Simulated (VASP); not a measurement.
Crystal: Sr3Mo.

```xyz
4
Lattice="4.7905 0.0000 0.0000 0.0000 4.7905 0.0000 0.0000 0.0000 4.7905" Properties=species:S:1:pos:R:3 pbc="T T T"
Sr    0.0000    2.3953    2.3953
Sr    2.3953    0.0000    2.3953
Sr    2.3953    2.3953    0.0000
Mo    0.0000    0.0000    0.0000
```

- Program: VASP 6.6.1
- Task: relaxation of cell and atoms
- Functional: PBE
- Potentials or basis: VASP PAW PBE potentials, release 64 (Sr_sv, Mo_sv)
- Cutoff: 600 eV
- k mesh: 4 × 4 × 4
- Occupations: gaussian, width 0.1 eV
- Spin: no spin polarisation

At the start: pressure 8.9 GPa; volume 27.48 Å³/atom.

Where does the relaxation end?

Over 3 steps the energy falls by 182.1 meV/atom and the volume is 35.49 Å³/atom (+29.1 %); space group Pm-3m (No. 221, to 0.05 Å).

The path:
```tsv
step	energy change (eV)	largest force (eV/Å)	pressure (GPa)	volume (Å³)
1	0.0000	0.0000	8.94	109.94
2	-0.7146	0.0000	0.89	136.20
3	-0.7282	0.0000	-0.12	141.95
```

Final structure:
```
CELL_PARAMETERS angstrom
5.21655 0.00000 0.00000
0.00000 5.21655 0.00000
0.00000 0.00000 5.21655
ATOMIC_POSITIONS crystal
Sr 0.00000 0.50000 0.50000
Sr 0.50000 0.00000 0.50000
Sr 0.50000 0.50000 0.00000
Mo 0.00000 0.00000 0.00000
```

Caveat: the volume moved by over 15 % at a fixed basis, so the end points are rough.
